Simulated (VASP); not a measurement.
# BiAs (rocksalt type): single point with PBE

The system is BiAs (rocksalt type).

```
Bi As
1.0
     0.00000    2.80018    2.80018
     2.80018    0.00000    2.80018
     2.80018    2.80018    0.00000
Bi As
1 1
Direct
  0.00000 0.00000 0.00000
  0.50000 0.50000 0.50000
```

This cell differs from its parent crystal: volume scaled by 0.8.

```yaml
Program: VASP 6.6.1
Task: single point
Functional: PBE
Potentials_or_basis: VASP PAW PBE potentials, release 64 (Bi_d, As)
Cutoff: 520 eV
k_mesh: 13 × 13 × 13
Occupations: fermi-dirac, width 0.05 eV
Spin: no spin polarisation
```

```json
{"Pressure": "23.1 GPa", "Band gap on the k mesh": "zero (band 10 reaches 9.22 eV, above the bottom of band 11 at 9.01 eV)"}
```

Levels at points of the mesh, in eV from the Fermi level:
```tsv
k point	band 8	band 9	band 10	band 11	band 12	band 13
(0.00, 0.00, 0.00)	-2.17	-2.17	-2.17	4.33	4.33	4.33
```

Run time: 63 s on 1 thread of AMD EPYC 7R43 64-Core Processor (Zen 3) (shared host), peak memory 0.18 GiB.

Caveat: spin-orbit coupling is left out, which moves the levels of the heavy elements.
